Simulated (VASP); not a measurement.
# TePb (Fm-3m) in VASP: G0W0 quasiparticle levels with PBE

Aim: the G0W0 quasiparticle levels of TePb with PBE.

Program: VASP 6.6.1. These are calculated values, not measurements. Logs are shortened: lines on timing, memory, paths and dates and some standing lists are left out, and cuts for length are marked.

**1. The cell of the first run**

It takes space group Fm-3m (No. 225, cubic). Conventional cell: a = 6.405 Å, b = 6.405 Å, c = 6.405 Å, α = 90.00°, β = 90.00°, γ = 90.00°. Pb (site symmetry m-3m) has 6 Te at 3.20 Å within 4.2 Å. Within 4.2 Å of Te (site symmetry m-3m) lie 6 Pb at 3.20 Å.

**2. G0W0 quasiparticle levels, PBE**

Input file POSCAR:

```
TePb
1.0
    0.0000000000      3.2024801118      3.2024801118
    3.2024801118      0.0000000000      3.2024801118
    3.2024801118      3.2024801118      0.0000000000
Pb Te
1 1
Direct
    0.0000000000      0.0000000000      0.0000000000
    0.5000000000      0.5000000000      0.5000000000
```

Input file INCAR.step1:

```
SYSTEM = TePb
PREC = Accurate
ENCUT = 500
EDIFF = 1E-8
ISMEAR = 0
SIGMA = 0.01
LREAL = .False.
LASPH = .True.
NELM = 60
ALGO = Normal
LWAVE = .True.
LCHARG = .False.
GGA = PE
```

Input file INCAR.step2:

```
SYSTEM = TePb
PREC = Accurate
ENCUT = 500
EDIFF = 1E-8
ISMEAR = 0
SIGMA = 0.01
LREAL = .False.
LASPH = .True.
NELM = 1
ALGO = Exact
LWAVE = .True.
LCHARG = .False.
GGA = PE
NBANDS = 285
LOPTICS = .True.
ISTART = 1
```

Input file INCAR.step3:

```
SYSTEM = TePb
PREC = Accurate
ENCUT = 500
EDIFF = 1E-8
ISMEAR = 0
SIGMA = 0.01
LREAL = .False.
LASPH = .True.
ALGO = EVGW0
LWAVE = .False.
LCHARG = .False.
GGA = PE
NELMGW = 1
NBANDS = 285
ENCUTGW = 150.0
NOMEGA = 96
PRECFOCK = Fast
ISTART = 1
NBANDSGW = 19
OMEGAMAX = 20
```

Input file KPOINTS:

```
Automatic mesh
0
Gamma
  4 4 4
  0 0 0
```

Potentials or basis: VASP PAW PBE potentials, release 64 (Pb_d_GW, Te_GW).

Launch:

```bash
cat potpaw_PBE.64/Pb_d_GW/POTCAR potpaw_PBE.64/Te_GW/POTCAR > POTCAR
cp INCAR.step1 INCAR
mpirun -np 1 vasp_std > vasp.out
cp INCAR.step2 INCAR
mpirun -np 1 vasp_std > vasp.out
cp INCAR.step3 INCAR
mpirun -np 1 vasp_std > vasp.out
```

OUTCAR:

```text
SYSTEM = TePb
   PREC = Accurate
   ENCUT = 500
   EDIFF = 1E-8
   ISMEAR = 0
   LREAL = .False.
   LASPH = .True.
   GGA = PE
   NELMGW = 1
   ENCUTGW = 150.0
   PRECFOCK = Fast
   ISTART = 1

 ion  position               nearest neighbor table
   1  0.000  0.000  0.000-   2 3.20   2 3.20   2 3.20   2 3.20   2 3.20   2 3.20
   2  0.500  0.500  0.500-   1 3.20   1 3.20   1 3.20   1 3.20   1 3.20   1 3.20

  LATTYP: Found a face centered cubic cell.
 ALAT       =     6.4049602236

  Lattice vectors:

 A1 = (   0.0000000000,   3.2024801118,   3.2024801118)
 A2 = (   3.2024801118,   0.0000000000,   3.2024801118)
 A3 = (   3.2024801118,   3.2024801118,   0.0000000000)

Analysis of symmetry for initial positions (statically):
=====================================================================
 Subroutine PRICEL returns:
 Original cell was already a primitive cell.

 Routine SETGRP: Setting up the symmetry group for a
 face centered cubic supercell.

 Subroutine GETGRP returns: Found 48 space group operations
 (whereof 48 operations were pure point group operations)
 out of a pool of 48 trial point group operations.

The static configuration has the point symmetry O_h .

Analysis of symmetry for dynamics (positions and initial velocities):
=====================================================================
 Subroutine PRICEL returns:
 Original cell was already a primitive cell.

 Routine SETGRP: Setting up the symmetry group for a
 face centered cubic supercell.

 Subroutine GETGRP returns: Found 48 space group operations
 (whereof 48 operations were pure point group operations)
 out of a pool of 48 trial point group operations.

The dynamic configuration has the point symmetry O_h .

 Subroutine INISYM returns: Found 48 space group operations
 (whereof 48 operations are pure point group operations),
 and found     1 'primitive' translations

----------------------------------------------------------------------------------------

                                     Primitive cell

  volume of cell :      65.6885

  direct lattice vectors                    reciprocal lattice vectors
     0.000000000  3.202480112  3.202480112    -0.156128995  0.156128995  0.156128995
     3.202480112  0.000000000  3.202480112     0.156128995 -0.156128995  0.156128995
     3.202480112  3.202480112  0.000000000     0.156128995  0.156128995 -0.156128995

  length of vectors
     4.528990807  4.528990807  4.528990807     0.270423351  0.270423351  0.270423351

  position of ions in fractional coordinates (direct lattice)
     0.000000000  0.000000000  0.000000000
     0.500000000  0.500000000  0.500000000

  ion indices of the primitive-cell ions
   primitive index   ion index
                 1           1
                 2           2

----------------------------------------------------------------------------------------

 KPOINTS: Automatic mesh

Automatic generation of k-mesh.
 Grid dimensions read from file:
 generate k-points for:    4    4    4

 Generating k-lattice:

  Cartesian coordinates                     Fractional coordinates (reciprocal lattice)
    -0.039032249  0.039032249  0.039032249     0.250000000  0.000000000  0.000000000
     0.039032249 -0.039032249  0.039032249     0.000000000  0.250000000  0.000000000
     0.039032249  0.039032249 -0.039032249     0.000000000  0.000000000  0.250000000

  Length of vectors
     0.067605838  0.067605838  0.067605838

  Shift w.r.t. Gamma in fractional coordinates (k-lattice)
     0.000000000  0.000000000  0.000000000

 Subroutine IBZKPT returns following result:
 ===========================================

 Found      8 irreducible k-points:

 Following reciprocal coordinates:
            Coordinates               Weight
  0.000000  0.000000  0.000000      1.000000
  0.250000  0.000000  0.000000      8.000000
  0.500000  0.000000  0.000000      4.000000
  0.250000  0.250000  0.000000      6.000000
  0.500000  0.250000  0.000000     24.000000
 -0.250000  0.250000  0.000000     12.000000
  0.500000  0.500000  0.000000      3.000000
 -0.250000  0.500000  0.250000      6.000000
   k-points           NKPTS =      8   k-points in BZ     NKDIM =     64   number of bands    NBANDS=    285
   number of dos      NEDOS =    301   number of ions     NIONS =      2
   total plane-waves  NPLWV =  46656
   dimension x,y,z NGX =    36 NGY =   36 NGZ =   36
   dimension x,y,z NGXF=    72 NGYF=   72 NGZF=   72
   ions per type =               1   1
   NGX,Y,Z   is equivalent  to a cutoff of  13.21, 13.21, 13.21 a.u.
   NGXF,Y,Z  is equivalent  to a cutoff of  26.43, 26.43, 26.43 a.u.
 SYSTEM =  TePb
   PREC   = accura    normal or accurate (medium, high low for compatibility)
   ISTART =      1    job   : 0-new  1-cont  2-samecut
   ICHARG =      0    charge: 1-file 2-atom 10-const
   ISPIN  =      1    spin polarized calculation?
   LNONCOLLINEAR =      F non collinear calculations
   LSORBIT =      F    spin-orbit coupling
   LASPH  =      T    aspherical Exc in radial PAW
   ENCUT  =  500.0 eV  36.75 Ry    6.06 a.u.   8.26  8.26  8.26*2*pi/ulx,y,z
   NELM   =     60;   NELMIN=  2; NELMDL=  0     # of ELM steps
   EDIFF  = 0.1E-07   stopping-criterion for ELM
   LREAL  =      F    real-space projection
   EDIFFG = 0.1E-06   stopping-criterion for IOM
   NSW    =      0    number of steps for IOM
   IBRION =     -1    ionic relax: 0-MD 1-quasi-New 2-CG
   NFREE  =      0    steps in history (QN), initial steepest desc. (CG)
   ISIF   =      0    stress and relaxation
   ISYM   =      3    0-nonsym 1-usesym 2-fastsym
   POTIM  = 0.5000    time-step for ionic-motion
   TEBEG  =    0.0;   TEEND  =   0.0 temperature during run
   PSTRESS=    0.0 pullay stress
   NELECT =      22.0000    total number of electrons
   NUPDOWN=      -1.0000    fix difference up-down
   EMIN   =  10.00;   EMAX   =-10.00  energy-range for DOS
   EFERMI =   0.00;   METHOD = LEGACY
   ISMEAR =     0;   SIGMA  =   0.01  broadening in eV -4-tet -1-fermi 0-gaus
   EFERMI_NEDOS =   21; number of points for ismear=-14 and -15
   IALGO  =     38    algorithm
   IMIX   =      4    mixing-type and parameters
     AMIX     =   0.40;   BMIX     =  1.00
     AMIX_MAG =   1.60;   BMIX_MAG =  1.00
  volume/ion in A,a.u.               =      32.84       221.64
  Fermi-wavevector in a.u.,A,eV,Ry     =   1.136892  2.148415 17.585855  1.292524
  Thomas-Fermi vector in A             =   2.273597
   LORBIT       =      0    0 simple, 1 ext, 2 COOP (PROOUT), +10 PAW based schemes
   GGA     = PE    functional components
   LHFCALC =     T    Hartree Fock is set to
   PRECFOCK=fast      Normal, Fast or Accurate (Low or Medium for compatibility)
   ENCUT4O =  -1.0   cutoff for four orbital integrals eV
   NKREDX  =     1    reduce k-point grid by
   NKREDY  =     1    reduce k-point grid by
   NKREDZ  =     1    reduce k-point grid by
   AEXX    =    1.0000 exact exchange contribution
   HFSCREEN=    0.0000 screening length (either q_TF or 0.3 A-1)
   HFSCREENC=   0.0000 screening length for correlation (either q_TF or 0.3 A-1)
   ENCUTFOCK=  -1.0 apply spherical cutoff to Coloumb kernel
   IVDW    =     0    specifies the selected vdW correction
   LEPSILON=     F    determine dielectric tensor
   LRPA    =     F    only Hartree local field effects (RPA)
   LRPAFORCE           =     F    calculate RPA forces
   ENCUTGW             = 150.0    cutoff for response function in eV
   ENCUTGWSOFT         = 120.0    soft cutoff for Coulomb kernel in GW response function in eV
   ENCUTLF             =  -1.0    cutoff for local field effects
   NELMGW              =     1    number of iterations in solving QP/BSE equation
   NELMHF              =     1    number of iterations in the inner HF iteration
   NKREDLFX            =     1    NKREDLFY  =   1   NKREDLFZ  =   1
 non-spin polarized calculation
 Gauss-broadening in eV      SIGMA  =   0.01
  energy-cutoff  :      500.00
  volume of cell :       65.69
 maximum number of plane-waves:      1700
 NGX is ok and might be reduce to    36
  NGX = 18; NGY = 18; NGZ = 18
   NGX = 17   NGY = 17   NGZ = 17
 maximum number of plane-waves:       290

 QP shifts <psi_nk| G(iteration)W_0 |psi_nk>: iteration 1
 for sc-GW calculations column KS-energies equals QP-energies in previous step
 and V_xc(KS)=  KS-energies - (<T + V_ion + V_H > + <T+V_H+V_ion>^1  + <V_x>^1)

 k-point   1 :       0.0000    0.0000    0.0000
  band No.  KS-energies  QP-energies   sigma(KS)   V_xc(KS)     V^pw_x(r,r')   Z            occupation Imag(sigma)

      1    -135.0702    -157.1669     -27.7978       5.4458     -36.1607       0.6647       2.0000       0.5611
      2     -12.3889     -19.2169     -19.9549      -9.8852     -25.3096       0.6781       2.0000       0.2422
      3     -12.3889     -19.2169     -19.9549      -9.8852     -25.3096       0.6781       2.0000       0.2422
      4     -12.3771     -19.1558     -19.9355      -9.8517     -25.2321       0.6722       2.0000       0.2156
      5     -12.3771     -19.1558     -19.9355      -9.8517     -25.2321       0.6722       2.0000       0.2156
      6     -12.3771     -19.1558     -19.9355      -9.8517     -25.2321       0.6722       2.0000       0.2156
[... 11 lines left out ...]
     18      11.6004      11.2944      -6.9663      -6.5651      -1.8768       0.7627       0.0000      -0.1924
     19      12.0468      11.6282      -8.6281      -8.0686      -3.5269       0.7484       0.0000      -0.2257

 k-point   2 :       0.2500    0.0000    0.0000
  band No.  KS-energies  QP-energies   sigma(KS)   V_xc(KS)     V^pw_x(r,r')   Z            occupation Imag(sigma)

      1    -135.0701    -157.4343     -27.7979       5.4467     -36.1606       0.6727       2.0000       0.5609
      2     -12.3971     -19.2094     -19.9399      -9.8829     -25.2986       0.6774       2.0000       0.2536
      3     -12.3971     -19.2094     -19.9399      -9.8829     -25.2986       0.6774       2.0000       0.2536
      4     -12.3758     -19.1607     -19.9355      -9.8514     -25.2329       0.6728       2.0000       0.2173
      5     -12.3679     -19.1881     -19.9547      -9.8570     -25.2512       0.6754       2.0000       0.2162
      6     -12.3679     -19.1881     -19.9547      -9.8570     -25.2512       0.6754       2.0000       0.2162
[... 11 lines left out ...]
     18      14.7309      14.3312      -8.5474      -8.0189      -2.8648       0.7564       0.0000      -0.4742
     19      15.1517      14.6817      -9.8884      -9.2739      -3.9840       0.7649       0.0000      -0.5896
[... 96 lines left out ...]
      1    -135.0702    -157.3000     -27.7977       5.4462     -36.1604       0.6687       2.0000       0.5603
      2     -12.4618     -19.0226     -19.7167      -9.8946     -25.1932       0.6680       2.0000       0.2981
      3     -12.3884     -19.1211     -19.9089      -9.8464     -25.2123       0.6691       2.0000       0.2161
      4     -12.3763     -19.2498     -19.9742      -9.8886     -25.3270       0.6815       2.0000       0.2469
      5     -12.3479     -19.2336     -19.9824      -9.8606     -25.2734       0.6803       2.0000       0.2156
      6     -12.3479     -19.2336     -19.9824      -9.8606     -25.2734       0.6803       2.0000       0.2156
[... 11 lines left out ...]
     18      15.5166      15.1853      -9.3812      -8.9514      -3.6985       0.7710       0.0000      -0.5710
     19      15.8554      15.7837      -8.2600      -8.1619      -2.4095       0.7302       0.0000      -0.3569

 k-point   8 :      -0.2500    0.5000    0.2500
  band No.  KS-energies  QP-energies   sigma(KS)   V_xc(KS)     V^pw_x(r,r')   Z            occupation Imag(sigma)

      1    -135.0701    -157.3988     -27.7977       5.4467     -36.1604       0.6717       2.0000       0.5604
      2     -12.4405     -19.0661     -19.7800      -9.8931     -25.2263       0.6701       2.0000       0.2850
      3     -12.3912     -19.2139     -19.9474      -9.8878     -25.3150       0.6782       2.0000       0.2621
      4     -12.3688     -19.1694     -19.9447      -9.8533     -25.2416       0.6739       2.0000       0.2159
      5     -12.3688     -19.1694     -19.9447      -9.8533     -25.2416       0.6739       2.0000       0.2159
      6     -12.3479     -19.2460     -19.9820      -9.8606     -25.2735       0.6815       2.0000       0.2162
[... 11 lines left out ...]
     18      15.6502      15.2507     -10.0359      -9.5130      -4.1738       0.7641       0.0000      -0.5744
     19      16.2260      16.0141      -9.1278      -8.8425      -3.1220       0.7429       0.0000      -0.5651
```

Run time: 8.4 min. Hardware: 1 thread of AMD EPYC 9R45 (Zen 5), shared host; peak memory 0.95 GiB.

Results:

```
Quasiparticle gap                                   : 1.03 eV
Least direct quasiparticle gap                      : 1.03 eV
Band gap of the starting levels on the mesh         : 0.67 eV
Least direct gap of the starting levels on the mesh : 0.67 eV
```

Caveat: the k points lie up to 0.42 Å⁻¹ apart; bands, screening cutoff and mesh are small and nothing is extrapolated, so the quasiparticle values aren't converged; the structure was generated, so it needn't be the stable form of TePb; spin-orbit coupling is left out, which moves the levels of the heavy elements.
